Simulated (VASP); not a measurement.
# MgO in VASP: a series of runs

Runs on MgO. Level: PBE. Tasks: single point.

Program: VASP 6.6.1. These are calculated values, not measurements. Logs are shortened: lines on timing, memory, paths and dates and some standing lists are left out, and cuts for length are marked.

### Step 1. The cell of the first run

Symmetry: I-4m2, No. 119, tetragonal system. Conventional cell: a = 3.227 Å, b = 3.227 Å, c = 4.655 Å, α = 90.00°, β = 90.00°, γ = 90.00°. Within 2.6 Å of Mg (site symmetry -4m2) lie 4 O at 1.99 Å. Within 2.6 Å of O (site symmetry -4m2) lie 4 Mg at 1.99 Å.

### Step 2. Single point, PBE (uniaxial x strain +2.0%)

INCAR reads:

```
SYSTEM = MgO
  PREC = Accurate
  ENCUT = 520
  EDIFF = 1E-7
  ISMEAR = -1
  SIGMA = 0.02
  LREAL = .False.
  LASPH = .True.
  NELM = 100
  ALGO = Normal
  ISIF = 2
  LWAVE = .False.
  LCHARG = .False.
  GGA = PE
  NBANDS = 11
```

KPOINTS reads:

```
regular mesh
0
Gamma
  10 10 10
  0 0 0
```

POSCAR reads:

```
MgO
1.0
    0.0000000000      2.2820056627      2.2820056627
    2.3276457760      0.0000000000      2.2820056627
    2.3276457760      2.2820056627      0.0000000000
Mg O
1 1
Direct
    0.0000000000      0.0000000000      0.0000000000
    0.2500000000      0.2500000000      0.2500000000
```

Potentials or basis: VASP PAW PBE potentials, release 64 (Mg, O).

Command:

```sh
$ cat potpaw_PBE.64/Mg/POTCAR potpaw_PBE.64/O/POTCAR > POTCAR
$ mpirun -np 1 vasp_std > vasp.out
```

OUTCAR:

```text
SYSTEM = MgO
   PREC = Accurate
   ENCUT = 520
   EDIFF = 1E-7
   ISMEAR = -1
   LREAL = .False.
   LASPH = .True.
   NELM = 100
   ISIF = 2
   GGA = PE

 ion  position               nearest neighbor table
   1  0.000  0.000  0.000-   2 1.99   2 1.99   2 1.99   2 1.99
   2  0.250  0.250  0.250-   1 1.99   1 1.99   1 1.99   1 1.99

  LATTYP: Found a body centered tetragonal cell.
 ALAT       =     3.2272433576
 C/A-ratio  =     1.4424978336

  Lattice vectors:

 A1 = (   2.3276457760,   0.0000000000,   2.2820056627)
 A2 = (   2.3276457760,   0.0000000000,  -2.2820056627)
 A3 = (  -2.3276457760,   2.2820056627,   0.0000000000)

Analysis of symmetry for initial positions (statically):
=====================================================================
 Subroutine PRICEL returns:
 Original cell was already a primitive cell.

 Routine SETGRP: Setting up the symmetry group for a
 body centered tetragonal supercell.

 Subroutine GETGRP returns: Found  8 space group operations
 (whereof  8 operations were pure point group operations)
 out of a pool of 16 trial point group operations.

The static configuration has the point symmetry D_2d.

Analysis of symmetry for dynamics (positions and initial velocities):
=====================================================================
 Subroutine PRICEL returns:
 Original cell was already a primitive cell.

 Routine SETGRP: Setting up the symmetry group for a
 body centered tetragonal supercell.

 Subroutine GETGRP returns: Found  8 space group operations
 (whereof  8 operations were pure point group operations)
 out of a pool of 16 trial point group operations.

The dynamic configuration has the point symmetry D_2d.

 Subroutine INISYM returns: Found  8 space group operations
 (whereof  8 operations are pure point group operations),
 and found     1 'primitive' translations

----------------------------------------------------------------------------------------

                                     Primitive cell

  volume of cell :      24.2427

  direct lattice vectors                    reciprocal lattice vectors
     0.000000000  2.282005663  2.282005663    -0.214809317  0.219105504  0.219105504
     2.327645776  0.000000000  2.282005663     0.214809317 -0.219105504  0.219105504
     2.327645776  2.282005663  0.000000000     0.214809317  0.219105504 -0.219105504

  length of vectors
     3.227243358  3.259675552  3.259675552     0.377037778  0.377037778  0.377037778

  position of ions in fractional coordinates (direct lattice)
     0.000000000  0.000000000  0.000000000
     0.250000000  0.250000000  0.250000000

  ion indices of the primitive-cell ions
   primitive index   ion index
                 1           1
                 2           2

----------------------------------------------------------------------------------------

 KPOINTS: regular mesh

Automatic generation of k-mesh.
 Grid dimensions read from file:
 generate k-points for:   10   10   10

 Generating k-lattice:

  Cartesian coordinates                     Fractional coordinates (reciprocal lattice)
    -0.021480932  0.021910550  0.021910550     0.100000000  0.000000000  0.000000000
     0.021480932 -0.021910550  0.021910550     0.000000000  0.100000000  0.000000000
     0.021480932  0.021910550 -0.021910550     0.000000000  0.000000000  0.100000000

  Length of vectors
     0.037703778  0.037703778  0.037703778

  Shift w.r.t. Gamma in fractional coordinates (k-lattice)
     0.000000000  0.000000000  0.000000000

 Subroutine IBZKPT returns following result:
 ===========================================

 Found    102 irreducible k-points:

 Following reciprocal coordinates:
            Coordinates               Weight
  0.000000  0.000000  0.000000      1.000000
  0.100000 -0.000000 -0.000000      8.000000
  0.200000 -0.000000 -0.000000      8.000000
  0.300000  0.000000  0.000000      8.000000
  0.400000  0.000000  0.000000      8.000000
  0.500000  0.000000  0.000000      4.000000
[... 16 lines left out ...]
  0.300000  0.300000  0.000000      4.000000
  0.400000  0.300000  0.000000     16.000000
 [... further k-points ...]
   k-points           NKPTS =    102   k-points in BZ     NKDIM =    102   number of bands    NBANDS=     11
   number of dos      NEDOS =    301   number of ions     NIONS =      2
   total plane-waves  NPLWV =  13824
   dimension x,y,z NGX =    24 NGY =   24 NGZ =   24
   dimension x,y,z NGXF=    48 NGYF=   48 NGZF=   48
   ions per type =               1   1
   NGX,Y,Z   is equivalent  to a cutoff of  12.36, 12.24, 12.24 a.u.
   NGXF,Y,Z  is equivalent  to a cutoff of  24.73, 24.48, 24.48 a.u.
 SYSTEM =  MgO
   PREC   = accura    normal or accurate (medium, high low for compatibility)
   ISTART =      0    job   : 0-new  1-cont  2-samecut
   ICHARG =      2    charge: 1-file 2-atom 10-const
   ISPIN  =      1    spin polarized calculation?
   LNONCOLLINEAR =      F non collinear calculations
   LSORBIT =      F    spin-orbit coupling
   LASPH  =      T    aspherical Exc in radial PAW
   ENCUT  =  520.0 eV  38.22 Ry    6.18 a.u.   6.00  6.06  6.06*2*pi/ulx,y,z
   NELM   =    100;   NELMIN=  2; NELMDL= -5     # of ELM steps
   EDIFF  = 0.1E-06   stopping-criterion for ELM
   LREAL  =      F    real-space projection
   EDIFFG = 0.1E-05   stopping-criterion for IOM
   NSW    =      0    number of steps for IOM
   IBRION =     -1    ionic relax: 0-MD 1-quasi-New 2-CG
   NFREE  =      0    steps in history (QN), initial steepest desc. (CG)
   ISIF   =      2    stress and relaxation
   ISYM   =      2    0-nonsym 1-usesym 2-fastsym
   POTIM  = 0.5000    time-step for ionic-motion
   TEBEG  =    0.0;   TEEND  =   0.0 temperature during run
   PSTRESS=    0.0 pullay stress
   NELECT =       8.0000    total number of electrons
   NUPDOWN=      -1.0000    fix difference up-down
   EMIN   =  10.00;   EMAX   =-10.00  energy-range for DOS
   EFERMI =   0.00;   METHOD = LEGACY
   ISMEAR =    -1;   SIGMA  =   0.02  broadening in eV -4-tet -1-fermi 0-gaus
   EFERMI_NEDOS =   21; number of points for ismear=-14 and -15
   IALGO  =     38    algorithm
   IMIX   =      4    mixing-type and parameters
     AMIX     =   0.40;   BMIX     =  1.00
     AMIX_MAG =   1.60;   BMIX_MAG =  1.00
  volume/ion in A,a.u.               =      12.12        81.80
  Fermi-wavevector in a.u.,A,eV,Ry     =   1.131301  2.137848 17.413297  1.279841
  Thomas-Fermi vector in A             =   2.267999
   LORBIT       =      0    0 simple, 1 ext, 2 COOP (PROOUT), +10 PAW based schemes
   GGA     = PE    functional components
[... 5 lines left out ...]
 non-spin polarized calculation
  energy-cutoff  :      520.00
  volume of cell :       24.24
 maximum number of plane-waves:       664
   NGX = 13   NGY = 13   NGZ = 13

 number of electron       8.0000003 magnetization

 Free energy of the ion-electron system (eV)
  ---------------------------------------------------
  ext. energy  EPLUGINS =         0.00000000
  ---------------------------------------------------
  free energy    TOTEN  =       -11.69948322 eV

  energy without entropy =      -11.69948322  energy(sigma->0) =      -11.69948322

 E-fermi :   1.1973     XC(G=0):  -9.6361

 val. band max:        0.7041383544   @ k =   0.2000   0.1000   0.1000
 cond. band min:       4.2163359689   @ k =   0.0000   0.0000   0.0000
 fundamental gap:      3.5121976145
 Fermi energy:         1.1973178649

 k-point     1 :       0.0000    0.0000    0.0000
  band No.  band energies     occupation
      1     -15.1568      2.00000
      2       0.6586      2.00000
      3       0.7021      2.00000
      4       0.7021      2.00000
      5       4.2163      0.00000
      6      17.2866      0.00000
      7      17.2866      0.00000
      8      17.2876      0.00000
      9      20.4770      0.00000
     10      20.5009      0.00000
     11      21.0642      0.00000

 k-point     2 :       0.1000   -0.0000   -0.0000
  band No.  band energies     occupation
      1     -15.0997      2.00000
      2       0.2171      2.00000
      3       0.6525      2.00000
      4       0.6868      2.00000
      5       4.7713      0.00000
      6      16.3902      0.00000
      7      17.2450      0.00000
      8      17.3038      0.00000
      9      19.1856      0.00000
     10      19.6305      0.00000
     11      20.3954      0.00000

 k-point     3 :       0.2000   -0.0000   -0.0000
  band No.  band energies     occupation
      1     -14.9466      2.00000
      2      -0.6828      2.00000
      3       0.5976      2.00000
      4       0.6474      2.00000
      5       5.9228      0.00000
      6      14.6218      0.00000
      7      16.6239      0.00000
      8      16.8860      0.00000
      9      19.1866      0.00000
     10      19.3733      0.00000
     11      19.8878      0.00000

 k-point     4 :       0.3000    0.0000    0.0000
  band No.  band energies     occupation
      1     -14.7489      2.00000
      2      -1.5216      2.00000
      3       0.5320      2.00000
      4       0.5998      2.00000
      5       7.1872      0.00000
      6      12.8338      0.00000
      7      15.7723      0.00000
      8      16.1007      0.00000
      9      19.6748      0.00000
     10      20.2585      0.00000
     11      20.2679      0.00000
[... 239 lines left out ...]
 k-point    22 :      -0.2000    0.2000    0.0000
  band No.  band energies     occupation
      1     -14.6857      2.00000
      2      -1.3670      2.00000
      3       0.0195      2.00000
      4       0.5797      2.00000
      5       7.5940      0.00000
      6      12.9549      0.00000
      7      14.2816      0.00000
      8      16.0639      0.00000
      9      19.0197      0.00000
     10      21.1066      0.00000
     11      23.3075      0.00000

 k-point    23 :       0.3000    0.3000    0.0000
  band No.  band energies     occupation
      1     -14.6158      2.00000
      2      -1.3040      2.00000
      3       0.1694      2.00000
      4       0.1782      2.00000
      5       7.2140      0.00000
      6      12.7308      0.00000
      7      14.6864      0.00000
      8      16.6876      0.00000
      9      17.0253      0.00000
     10      23.0249      0.00000
     11      23.7337      0.00000

 k-point    24 :       0.4000    0.3000    0.0000
  band No.  band energies     occupation
      1     -14.4871      2.00000
      2      -1.5324      2.00000
      3      -0.0145      2.00000
      4       0.0998      2.00000
      5       7.4762      0.00000
      6      12.2772      0.00000
      7      14.3004      0.00000
      8      16.6954      0.00000
      9      17.2066      0.00000
     10      23.4101      0.00000
     11      24.0378      0.00000

 [... further k-points ...]
[... 5 lines left out ...]
  --------------------------------------------------------------------------------------
  -------------------------------------------------------------------------------------
  Total        0.0575273      0.1936093      0.1936093      0.0000000      0.0000000      0.0000000
  in kB        3.8019339     12.7954779     12.7954779      0.0000000      0.0000000      0.0000000
  external PRESSURE =       9.7976299 kB  Pullay stress =       0.0000000 kB

 VOLUME and BASIS-vectors are now :
 -----------------------------------------------------------------------------
  energy-cutoff  :      520.00
  volume of cell :       24.24
      direct lattice vectors                 reciprocal lattice vectors
     0.000000000  2.282005663  2.282005663    -0.214809317  0.219105504  0.219105504
     2.327645776  0.000000000  2.282005663     0.214809317 -0.219105504  0.219105504
     2.327645776  2.282005663  0.000000000     0.214809317  0.219105504 -0.219105504

 POSITION                                       TOTAL-FORCE (eV/Angst)
 -----------------------------------------------------------------------------------
      0.00000      0.00000      0.00000         0.000000      0.000000      0.000000
      1.16382      1.14100      1.14100        -0.000000     -0.000000     -0.000000
 -----------------------------------------------------------------------------------
    total drift:                               -0.000000     -0.000000     -0.000000

  FREE ENERGIE OF THE ION-ELECTRON SYSTEM (eV)
  ---------------------------------------------------
  free  energy   TOTEN  =       -11.6994832232 eV

  energy  without entropy=      -11.6994832232  energy(sigma->0) =      -11.69948322
```

Wall time 17 s (1 thread of Intel Xeon 6975P-C, shared host); peak memory 0.16 GiB.

Results:

- Free energy: -11.6995 eV
- Pressure: 1.0 GPa
- Band gap on the k mesh: 3.51 eV, indirect (the least direct gap lies 2.0 meV higher)

Levels at points of the mesh, in eV from the valence-band top:
```csv
k point,band 2,band 3,band 4,band 5,band 6,band 7
"(0.00, 0.00, 0.00)",-0.05,0.00,0.00,3.51,16.58,16.58
"(0.50, 0.00, 0.00)",-3.00,-0.24,-0.16,8.63,9.52,14.29
"(0.50, 0.50, 0.00)",-2.45,-0.78,-0.77,6.20,11.42,13.86
"(0.00, 0.50, 0.50)",-2.55,-0.69,-0.69,6.19,11.44,13.74
```

Caveat: the cell differs from its parent crystal (uniaxial x strain +2.0%).

### Step 3. Single point, PBE

This run uses another cell than the first one, of 11.88 Å³/atom, 0.980 times its volume.

INCAR reads:

```
SYSTEM = MgO
PREC = Accurate
ENCUT = 600
EDIFF = 1E-6
ISMEAR = 0
SIGMA = 0.01
LREAL = .False.
LASPH = .True.
NELM = 120
ALGO = Normal
ISIF = 2
LWAVE = .False.
LCHARG = .True.
GGA = PE
LELF = .True.
LVHAR = .True.
NBANDS = 11
GGA_COMPAT = .False.
```

KPOINTS reads:

```
regular mesh
0
Gamma
  6 6 6
  0 0 0
```

POSCAR reads:

```
MgO
1.0
    0.0000000000      2.2820056627      2.2820056627
    2.2820056627      0.0000000000      2.2820056627
    2.2820056627      2.2820056627      0.0000000000
Mg O
1 1
Direct
    0.0000000000      0.0000000000      0.0000000000
    0.2500000000      0.2500000000      0.2500000000
```

Potentials or basis: VASP PAW PBE potentials, release 64 (Mg, O).

Command:

```sh
$ cat potpaw_PBE.64/Mg/POTCAR potpaw_PBE.64/O/POTCAR > POTCAR
$ mpirun -np 1 vasp_std > vasp.out
```

Wall time 11 s (1 thread of AMD EPYC 7R13 (Zen 3), shared host); peak memory 0.12 GiB.

It converged, with:

```
Free energy            : -11.6962 eV
Pressure               : 3.3 GPa
Band gap on the k mesh : 3.64 eV, direct
```

Levels at points of the mesh, in eV from the valence-band top:
```tsv
k point	band 1	band 2	band 3	band 4	band 5	band 6	band 7	band 8
(0.00, 0.00, 0.00)	-15.90	0.00	0.00	0.00	3.64	16.82	16.82	16.82
(0.50, 0.00, 0.00)	-15.23	-3.04	-0.18	-0.18	8.79	9.69	14.62	14.62
(0.50, 0.50, 0.00)	-15.03	-2.51	-0.74	-0.74	6.26	11.56	14.11	16.68
```

### Step 4. Single point, PBE (strain +3.0%)

INCAR reads:

```
ALGO     = Normal         # electronic algorithm
EDIFF    = 1E-6           # SCF threshold, eV
ENCUT    = 600            # plane-wave cutoff, eV
GGA      = PE             # functional
GGA_COMPAT= F            
ISIF     = 2              # what is computed and relaxed
ISMEAR   = 0              # smearing method
LASPH    = T              # aspherical terms in the spheres
LCHARG   = F              # write CHGCAR
LREAL    = F              # projectors in reciprocal space
LWAVE    = F              # write WAVECAR
NBANDS   = 11             # bands
NELM     = 120            # most SCF steps
PREC     = Accurate       # precision mode
SIGMA    = 0.01           # smearing width, eV
```

KPOINTS reads:

```
k-points
0
Gamma
  6 6 6
```

POSCAR reads:

```
MgO
1.0
    0.0000000000      2.3504658326      2.3504658326
    2.3504658326      0.0000000000      2.3504658326
    2.3504658326      2.3504658326      0.0000000000
Mg O
1 1
Direct
    0.0000000000      0.0000000000      0.0000000000
    0.2500000000      0.2500000000      0.2500000000
```

Command:

```sh
$ cat potpaw_PBE.64/Mg/POTCAR potpaw_PBE.64/O/POTCAR > POTCAR
$ mpirun -np 1 vasp_std > vasp.out
```

It took 8.3 s on 1 thread of AMD EPYC 7R13 (Zen 3), shared host; peak memory 0.12 GiB.

The run converged. Its results:

```
Free energy            : -11.6738 eV
Pressure               : -6.4 GPa
Band gap on the k mesh : 3.16 eV, direct
```

Levels at points of the mesh, in eV from the valence-band top:
```csv
k point,band 1,band 2,band 3,band 4,band 5,band 6,band 7,band 8,band 9
"(0.00, 0.00, 0.00)",-15.66,0.00,0.00,0.00,3.16,15.86,15.86,15.86,19.43
"(0.50, 0.00, 0.00)",-15.11,-2.81,-0.18,-0.18,8.16,9.03,13.96,13.96,18.51
"(0.50, 0.50, 0.00)",-14.94,-2.32,-0.70,-0.70,6.04,11.09,12.87,15.63,15.63
```

Caveat: the cell differs from its parent crystal (strain +3.0%).

### Step 5. The runs side by side

```tsv
cell	k mesh	cutoff (eV)	smearing	gap on the mesh (eV)	pressure (GPa)
a = 3.227, b = 3.260, c = 3.260 Å, angles 59.3, 60.3, 60.3°, 2 atoms	10 × 10 × 10	520	fermi-dirac 0.02 eV	3.51	1.0
a = 3.227 Å, angles 60.0°, 2 atoms	6 × 6 × 6	600	gaussian 0.01 eV	3.64	3.3
a = 3.324 Å, angles 60.0°, 2 atoms	6 × 6 × 6	600	gaussian 0.01 eV	3.16	-6.4
```

Alike in all rows: task single point; level PBE; potentials or basis VASP PAW PBE potentials, release 64 (Mg, O); no spin polarisation.

Absolute energies hang on the potentials; compare differences alone.
